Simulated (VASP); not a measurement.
# MgO (Fm-3m) in VASP: further runs

MgO is run at these levels: PBE; tasks: single point.

Everything below comes from runs of VASP 6.6.1. Logs are shortened: lines on timing, memory, paths and dates and some standing lists are left out, and cuts for length are marked.

**1. The cell of the first run**

The structure is cubic, space group Fm-3m (No. 225). Conventional cell: a = 3.955 Å, b = 3.955 Å, c = 3.955 Å, α = 90.00°, β = 90.00°, γ = 90.00°. Mg (site symmetry m-3m) has 6 O at 1.98 Å within 2.6 Å. O (site symmetry m-3m) has 6 Mg at 1.98 Å within 2.6 Å.

**2. Single point, PBE (7.73 Å³/atom)**

Contents of INCAR:

```
PREC = Accurate
ENCUT = 600
EDIFF = 1E-6
ISMEAR = -1
SIGMA = 0.02
LREAL = F
LASPH = T
NELM = 120
ALGO = Normal
ISIF = 2
LWAVE = F
LCHARG = F
GGA = PE
NBANDS = 11
GGA_COMPAT = F
```

Contents of KPOINTS:

```
Automatic mesh
0
Gamma
  13 13 13
```

Contents of POSCAR:

```
MgO
1.0
    0.0000000000      1.9772945604      1.9772945604
    1.9772945604      0.0000000000      1.9772945604
    1.9772945604      1.9772945604      0.0000000000
Mg O
1 1
Direct
    0.0000000000      0.0000000000      0.0000000000
    0.5000000000      0.5000000000      0.5000000000
```

Potentials or basis: VASP PAW PBE potentials, release 64 (Mg, O).

Command:

```
cat potpaw_PBE.64/Mg/POTCAR potpaw_PBE.64/O/POTCAR > POTCAR
mpirun -np 1 vasp_std > vasp.out
```

OUTCAR:

```text
PREC = Accurate
   ENCUT = 600
   EDIFF = 1E-6
   ISMEAR = -1
   LREAL = F
   LASPH = T
   NELM = 120
   ISIF = 2
   GGA = PE

 ion  position               nearest neighbor table
   1  0.000  0.000  0.000-   2 1.98   2 1.98   2 1.98   2 1.98   2 1.98   2 1.98
   2  0.500  0.500  0.500-   1 1.98   1 1.98   1 1.98   1 1.98   1 1.98   1 1.98

  LATTYP: Found a face centered cubic cell.
 ALAT       =     3.9545891208

  Lattice vectors:

 A1 = (   0.0000000000,   1.9772945604,   1.9772945604)
 A2 = (   1.9772945604,   0.0000000000,   1.9772945604)
 A3 = (   1.9772945604,   1.9772945604,   0.0000000000)

Analysis of symmetry for initial positions (statically):
=====================================================================
 Subroutine PRICEL returns:
 Original cell was already a primitive cell.

 Routine SETGRP: Setting up the symmetry group for a
 face centered cubic supercell.

 Subroutine GETGRP returns: Found 48 space group operations
 (whereof 48 operations were pure point group operations)
 out of a pool of 48 trial point group operations.

The static configuration has the point symmetry O_h .

Analysis of symmetry for dynamics (positions and initial velocities):
=====================================================================
 Subroutine PRICEL returns:
 Original cell was already a primitive cell.

 Routine SETGRP: Setting up the symmetry group for a
 face centered cubic supercell.

 Subroutine GETGRP returns: Found 48 space group operations
 (whereof 48 operations were pure point group operations)
 out of a pool of 48 trial point group operations.

The dynamic configuration has the point symmetry O_h .

 Subroutine INISYM returns: Found 48 space group operations
 (whereof 48 operations are pure point group operations),
 and found     1 'primitive' translations

----------------------------------------------------------------------------------------

                                     Primitive cell

  volume of cell :      15.4612

  direct lattice vectors                    reciprocal lattice vectors
     0.000000000  1.977294560  1.977294560    -0.252870771  0.252870771  0.252870771
     1.977294560  0.000000000  1.977294560     0.252870771 -0.252870771  0.252870771
     1.977294560  1.977294560  0.000000000     0.252870771  0.252870771 -0.252870771

  length of vectors
     2.796316784  2.796316784  2.796316784     0.437985023  0.437985023  0.437985023

  position of ions in fractional coordinates (direct lattice)
     0.000000000  0.000000000  0.000000000
     0.500000000  0.500000000  0.500000000

  ion indices of the primitive-cell ions
   primitive index   ion index
                 1           1
                 2           2

----------------------------------------------------------------------------------------

 KPOINTS: Automatic mesh

Automatic generation of k-mesh.
 Grid dimensions read from file:
 generate k-points for:   13   13   13

 Generating k-lattice:

  Cartesian coordinates                     Fractional coordinates (reciprocal lattice)
    -0.019451598  0.019451598  0.019451598     0.076923077  0.000000000  0.000000000
     0.019451598 -0.019451598  0.019451598     0.000000000  0.076923077  0.000000000
     0.019451598  0.019451598 -0.019451598     0.000000000  0.000000000  0.076923077

  Length of vectors
     0.033691156  0.033691156  0.033691156

  Shift w.r.t. Gamma in fractional coordinates (k-lattice)
     0.000000000  0.000000000  0.000000000

 Subroutine IBZKPT returns following result:
 ===========================================

 Found     84 irreducible k-points:

 Following reciprocal coordinates:
            Coordinates               Weight
  0.000000  0.000000  0.000000      1.000000
  0.076923  0.000000  0.000000      8.000000
  0.153846  0.000000  0.000000      8.000000
  0.230769  0.000000  0.000000      8.000000
  0.307692  0.000000  0.000000      8.000000
  0.384615  0.000000  0.000000      8.000000
[... 16 lines left out ...]
  0.384615  0.153846  0.000000     24.000000
  0.461538  0.153846  0.000000     24.000000
 [... further k-points ...]
   k-points           NKPTS =     84   k-points in BZ     NKDIM =     84   number of bands    NBANDS=     11
   number of dos      NEDOS =    301   number of ions     NIONS =      2
   total plane-waves  NPLWV =  13824
   dimension x,y,z NGX =    24 NGY =   24 NGZ =   24
   dimension x,y,z NGXF=    48 NGYF=   48 NGZF=   48
   ions per type =               1   1
   NGX,Y,Z   is equivalent  to a cutoff of  14.27, 14.27, 14.27 a.u.
   NGXF,Y,Z  is equivalent  to a cutoff of  28.54, 28.54, 28.54 a.u.
 SYSTEM =  unknown system
   PREC   = accura    normal or accurate (medium, high low for compatibility)
   ISTART =      0    job   : 0-new  1-cont  2-samecut
   ICHARG =      2    charge: 1-file 2-atom 10-const
   ISPIN  =      1    spin polarized calculation?
   LNONCOLLINEAR =      F non collinear calculations
   LSORBIT =      F    spin-orbit coupling
   LASPH  =      T    aspherical Exc in radial PAW
   ENCUT  =  600.0 eV  44.10 Ry    6.64 a.u.   5.58  5.58  5.58*2*pi/ulx,y,z
   NELM   =    120;   NELMIN=  2; NELMDL= -5     # of ELM steps
   EDIFF  = 0.1E-05   stopping-criterion for ELM
   LREAL  =      F    real-space projection
   EDIFFG = 0.1E-04   stopping-criterion for IOM
   NSW    =      0    number of steps for IOM
   IBRION =     -1    ionic relax: 0-MD 1-quasi-New 2-CG
   NFREE  =      0    steps in history (QN), initial steepest desc. (CG)
   ISIF   =      2    stress and relaxation
   ISYM   =      2    0-nonsym 1-usesym 2-fastsym
   POTIM  = 0.5000    time-step for ionic-motion
   TEBEG  =    0.0;   TEEND  =   0.0 temperature during run
   PSTRESS=    0.0 pullay stress
   NELECT =       8.0000    total number of electrons
   NUPDOWN=      -1.0000    fix difference up-down
   EMIN   =  10.00;   EMAX   =-10.00  energy-range for DOS
   EFERMI =   0.00;   METHOD = LEGACY
   ISMEAR =    -1;   SIGMA  =   0.02  broadening in eV -4-tet -1-fermi 0-gaus
   EFERMI_NEDOS =   21; number of points for ismear=-14 and -15
   IALGO  =     38    algorithm
   IMIX   =      4    mixing-type and parameters
     AMIX     =   0.40;   BMIX     =  1.00
     AMIX_MAG =   1.60;   BMIX_MAG =  1.00
  volume/ion in A,a.u.               =       7.73        52.17
  Fermi-wavevector in a.u.,A,eV,Ry     =   1.314287  2.483642 23.502018  1.727350
  Thomas-Fermi vector in A             =   2.444550
   LORBIT       =      0    0 simple, 1 ext, 2 COOP (PROOUT), +10 PAW based schemes
   GGA     = PE    functional components
   LHFCALC =     F    Hartree Fock is set to
   AEXX    =    0.0000 exact exchange contribution
   IVDW    =     0    specifies the selected vdW correction
   LEPSILON=     F    determine dielectric tensor
   LRPA    =     F    only Hartree local field effects (RPA)
 non-spin polarized calculation
  energy-cutoff  :      600.00
  volume of cell :       15.46
 maximum number of plane-waves:       533
   NGX = 11   NGY = 11   NGZ = 11

 number of electron       8.0000002 magnetization

 Free energy of the ion-electron system (eV)
  ---------------------------------------------------
  ext. energy  EPLUGINS =         0.00000000
  ---------------------------------------------------
  free energy    TOTEN  =       -11.42493338 eV

  energy without entropy =      -11.42493338  energy(sigma->0) =      -11.42493338

 E-fermi :   5.1902     XC(G=0): -12.0109

 val. band max:        4.7621898453   @ k =   0.0000   0.0000   0.0000
 cond. band min:      11.5641011407   @ k =   0.0000   0.0000   0.0000
 fundamental gap:      6.8019112954
 Fermi energy:         5.1901696967

 k-point     1 :       0.0000    0.0000    0.0000
  band No.  band energies     occupation
      1     -13.5875      2.00000
      2       4.7622      2.00000
      3       4.7622      2.00000
      4       4.7622      2.00000
      5      11.5641      0.00000
      6      21.6189      0.00000
      7      21.6189      0.00000
      8      21.6189      0.00000
      9      26.0678      0.00000
     10      28.0797      0.00000
     11      28.0797      0.00000

 k-point     2 :       0.0769    0.0000    0.0000
  band No.  band energies     occupation
      1     -13.5017      2.00000
      2       4.3333      2.00000
      3       4.7054      2.00000
      4       4.7054      2.00000
      5      11.9411      0.00000
      6      20.7264      0.00000
      7      21.8089      0.00000
      8      21.8089      0.00000
      9      27.3862      0.00000
     10      27.7649      0.00000
     11      27.7649      0.00000

 k-point     3 :       0.1538    0.0000    0.0000
  band No.  band energies     occupation
      1     -13.2550      2.00000
      2       3.2956      2.00000
      3       4.5517      2.00000
      4       4.5517      2.00000
      5      12.7874      0.00000
      6      19.4233      0.00000
      7      22.3074      0.00000
      8      22.3074      0.00000
      9      27.2212      0.00000
     10      27.2212      0.00000
     11      29.5683      0.00000

 k-point     4 :       0.2308    0.0000    0.0000
  band No.  band energies     occupation
      1     -12.8817      2.00000
      2       2.0349      2.00000
      3       4.3440      2.00000
      4       4.3440      2.00000
      5      13.5929      0.00000
      6      18.6583      0.00000
      7      22.8725      0.00000
      8      22.8725      0.00000
      9      27.0267      0.00000
     10      27.0267      0.00000
     11      30.1730      0.00000

 k-point     5 :       0.3077    0.0000    0.0000
  band No.  band energies     occupation
      1     -12.4449      2.00000
      2       0.8203      2.00000
      3       4.1332      2.00000
      4       4.1332      2.00000
      5      13.9800      0.00000
      6      18.6636      0.00000
      7      23.1699      0.00000
      8      23.1699      0.00000
      9      27.5529      0.00000
     10      27.5529      0.00000
     11      29.6727      0.00000
[... 211 lines left out ...]
 k-point    21 :       0.2308    0.1538    0.0000
  band No.  band energies     occupation
      1     -12.8845      2.00000
      2       2.4152      2.00000
      3       4.1232      2.00000
      4       4.1422      2.00000
      5      14.0183      0.00000
      6      17.6055      0.00000
      7      23.1451      0.00000
      8      23.3836      0.00000
      9      24.4283      0.00000
     10      29.1395      0.00000
     11      32.6523      0.00000

 k-point    22 :       0.3077    0.1538    0.0000
  band No.  band energies     occupation
      1     -12.5196      2.00000
      2       1.4674      2.00000
      3       3.8124      2.00000
      4       3.9430      2.00000
      5      14.7319      0.00000
      6      17.3188      0.00000
      7      22.5914      0.00000
      8      23.8242      0.00000
      9      25.0186      0.00000
     10      29.4414      0.00000
     11      32.6776      0.00000

 k-point    23 :       0.3846    0.1538    0.0000
  band No.  band energies     occupation
      1     -12.1274      2.00000
      2       0.5720      2.00000
      3       3.4651      2.00000
      4       3.7858      2.00000
      5      14.9891      0.00000
      6      17.8289      0.00000
      7      21.9320      0.00000
      8      23.9737      0.00000
      9      26.0362      0.00000
     10      30.0842      0.00000
     11      32.2988      0.00000

 k-point    24 :       0.4615    0.1538    0.0000
  band No.  band energies     occupation
      1     -11.8048      2.00000
      2      -0.0929      2.00000
      3       3.1637      2.00000
      4       3.7008      2.00000
      5      14.9899      0.00000
      6      18.6489      0.00000
      7      21.4915      0.00000
      8      23.9295      0.00000
      9      27.0211      0.00000
     10      30.6123      0.00000
     11      31.9997      0.00000

 [... further k-points ...]

------------------------ aborting loop because EDIFF is reached ----------------------------------------

  FORCE on cell =-STRESS in cart. coord.  units (eV):
  Direction    XX          YY          ZZ          XY          YZ          ZX
  --------------------------------------------------------------------------------------
  -------------------------------------------------------------------------------------
  Total        4.8666951      4.8666951      4.8666951      0.0000000      0.0000000      0.0000000
  in kB      504.3135177    504.3135177    504.3135177      0.0000000      0.0000000      0.0000000
  external PRESSURE =     504.3135177 kB  Pullay stress =       0.0000000 kB

 VOLUME and BASIS-vectors are now :
 -----------------------------------------------------------------------------
  energy-cutoff  :      600.00
  volume of cell :       15.46
      direct lattice vectors                 reciprocal lattice vectors
     0.000000000  1.977294560  1.977294560    -0.252870771  0.252870771  0.252870771
     1.977294560  0.000000000  1.977294560     0.252870771 -0.252870771  0.252870771
     1.977294560  1.977294560  0.000000000     0.252870771  0.252870771 -0.252870771

 POSITION                                       TOTAL-FORCE (eV/Angst)
 -----------------------------------------------------------------------------------
      0.00000      0.00000      0.00000        -0.000000     -0.000000      0.000000
      1.97729      1.97729      1.97729         0.000000      0.000000      0.000000
 -----------------------------------------------------------------------------------
    total drift:                               -0.000000     -0.000000      0.000000

  FREE ENERGIE OF THE ION-ELECTRON SYSTEM (eV)
  ---------------------------------------------------
  free  energy   TOTEN  =       -11.4249333804 eV

  energy  without entropy=      -11.4249333804  energy(sigma->0) =      -11.42493338
```

Run time: 5.4 s. Hardware: 1 thread of Intel Xeon 6975P-C (Granite Rapids), shared host; peak memory 0.15 GiB.

What came out:

| Item | Value |
| --- | --- |
| Free energy | -11.4249 eV |
| Pressure | 50.4 GPa |
| Band gap on the k mesh | 6.80 eV |

Caveat: the cell stands under pressure; an odd mesh through Γ misses points on the zone boundary, where band edges can lie.

**3. Single point, PBE (7.90 Å³/atom)**

This run uses another cell than the first one, of 7.90 Å³/atom.

Contents of INCAR:

```
PREC = Accurate ; ENCUT = 600
EDIFF = 1E-6 ; ISMEAR = -1
SIGMA = 0.02 ; LREAL = False
LASPH = True ; NELM = 120
ALGO = Normal ; ISIF = 2
LWAVE = False ; LCHARG = False
GGA = PE ; NBANDS = 11
GGA_COMPAT = False
```

Contents of KPOINTS:

```
regular mesh
0
Gamma
  13 13 13
```

Contents of POSCAR:

```
MgO
1.0
    0.0000000000      1.9912196288      1.9912196288
    1.9912196288      0.0000000000      1.9912196288
    1.9912196288      1.9912196288      0.0000000000
Mg O
1 1
Direct
    0.0000000000      0.0000000000      0.0000000000
    0.5000000000      0.5000000000      0.5000000000
```

Potentials or basis: VASP PAW PBE potentials, release 64 (Mg, O).

Command:

```
cat potpaw_PBE.64/Mg/POTCAR potpaw_PBE.64/O/POTCAR > POTCAR
mpirun -np 1 vasp_std > vasp.out
```

Run time: 5.3 s. Hardware: 1 thread of Intel Xeon 6975P-C (Granite Rapids), shared host; peak memory 0.15 GiB.

Results (log left out):

| Item | Value |
| --- | --- |
| Free energy | -11.5224 eV |
| Pressure | 43.5 GPa |
| Band gap on the k mesh | 6.55 eV |

Levels at points of the mesh, in eV from the valence-band top:
```
           k point  band 2  band 3  band 4  band 5  band 6  band 7
(0.00, 0.00, 0.00)    0.00    0.00    0.00    6.55   16.74   16.74
```

Caveat: the cell stands under pressure; an odd mesh through Γ misses points on the zone boundary, where band edges can lie.

**4. Single point, PBE (8.06 Å³/atom)**

This run uses another cell than the first one, of 8.06 Å³/atom.

Contents of INCAR:

```
SYSTEM = MgO
PREC = Accurate
ENCUT = 600
EDIFF = 1E-6
ISMEAR = -1
SIGMA = 0.02
LREAL = .FALSE.
LASPH = .TRUE.
NELM = 120
ALGO = Normal
ISIF = 2
LWAVE = .FALSE.
LCHARG = .FALSE.
GGA = PE
NBANDS = 11
GGA_COMPAT = .FALSE.
```

Contents of KPOINTS:

```
Automatic mesh
0
G
  13 13 13
  0 0 0
```

Contents of POSCAR:

```
MgO
1.0
    0.0000000000      2.0049526119      2.0049526119
    2.0049526119      0.0000000000      2.0049526119
    2.0049526119      2.0049526119      0.0000000000
Mg O
1 1
Direct
    0.0000000000      0.0000000000      0.0000000000
    0.5000000000      0.5000000000      0.5000000000
```

Command:

```
cat potpaw_PBE.64/Mg/POTCAR potpaw_PBE.64/O/POTCAR > POTCAR
mpirun -np 1 vasp_std > vasp.out
```

Run time: 5.2 s. Hardware: 1 thread of Intel Xeon 6975P-C (Granite Rapids), shared host; peak memory 0.15 GiB.

Results (log left out):

```yaml
Free_energy: -11.6062 eV
Pressure: 37.1 GPa
Band_gap_on_the_k_mesh: 6.30 eV
```

Levels at points of the mesh, in eV from the valence-band top:
| k point | band 1 | band 2 | band 3 | band 4 | band 5 | band 6 | band 7 | band 8 |
| --- | --- | --- | --- | --- | --- | --- | --- | --- |
| (0.00, 0.00, 0.00) | -18.09 | 0.00 | 0.00 | 0.00 | 6.30 | 16.63 | 16.63 | 16.63 |

Caveat: the cell stands under pressure; an odd mesh through Γ misses points on the zone boundary, where band edges can lie.

**5. Single point, PBE (8.39 Å³/atom)**

This run uses another cell than the first one, of 8.39 Å³/atom.

Contents of INCAR:

```
SYSTEM = MgO
  PREC = Accurate
  ENCUT = 600
  EDIFF = 1E-6
  ISMEAR = -1
  SIGMA = 0.02
  LREAL = .False.
  LASPH = .True.
  NELM = 120
  ALGO = Normal
  ISIF = 2
  LWAVE = .False.
  LCHARG = .False.
  GGA = PE
  NBANDS = 11
  GGA_COMPAT = .False.
```

Contents of KPOINTS:

```
Automatic mesh
0
Gamma
  13 13 13
  0 0 0
```

Contents of POSCAR:

```
MgO
1.0
    0.0000000000      2.0318679392      2.0318679392
    2.0318679392      0.0000000000      2.0318679392
    2.0318679392      2.0318679392      0.0000000000
Mg O
1 1
Direct
    0.0000000000      0.0000000000      0.0000000000
    0.5000000000      0.5000000000      0.5000000000
```

Command:

```
cat potpaw_PBE.64/Mg/POTCAR potpaw_PBE.64/O/POTCAR > POTCAR
mpirun -np 1 vasp_std > vasp.out
```

It took 5.4 s on 1 thread of Intel Xeon 6975P-C (Granite Rapids), shared host; peak memory 0.15 GiB.

Results (log left out):

- Free energy: -11.7376 eV
- Pressure: 26.1 GPa
- Band gap on the k mesh: 5.85 eV

Levels at points of the mesh, in eV from the valence-band top:
```csv
k point,band 1,band 2,band 3,band 4,band 5,band 6,band 7,band 8
"(0.00, 0.00, 0.00)",-17.85,0.00,0.00,0.00,5.85,16.41,16.41,16.41
```

Caveat: the cell stands under pressure; an odd mesh through Γ misses points on the zone boundary, where band edges can lie.

**6. Summary**

| cell | gap on the mesh (eV) | pressure (GPa) |
| --- | --- | --- |
| a = 2.796 Å, angles 60.0°, 2 atoms | 6.80 | 50.4 |
| a = 2.816 Å, angles 60.0°, 2 atoms | 6.55 | 43.5 |
| a = 2.835 Å, angles 60.0°, 2 atoms | 6.30 | 37.1 |
| a = 2.873 Å, angles 60.0°, 2 atoms | 5.85 | 26.1 |

Alike in all rows: task single point; level PBE; potentials or basis VASP PAW PBE potentials, release 64 (Mg, O); no spin polarisation; k mesh 13 × 13 × 13; cutoff (eV) 600; smearing fermi-dirac 0.02 eV.

Caveats: the cell stands under pressure; an odd mesh through Γ misses points on the zone boundary, where band edges can lie.

Total energies depend on the potentials used, so only differences within one code and one set of settings carry meaning.
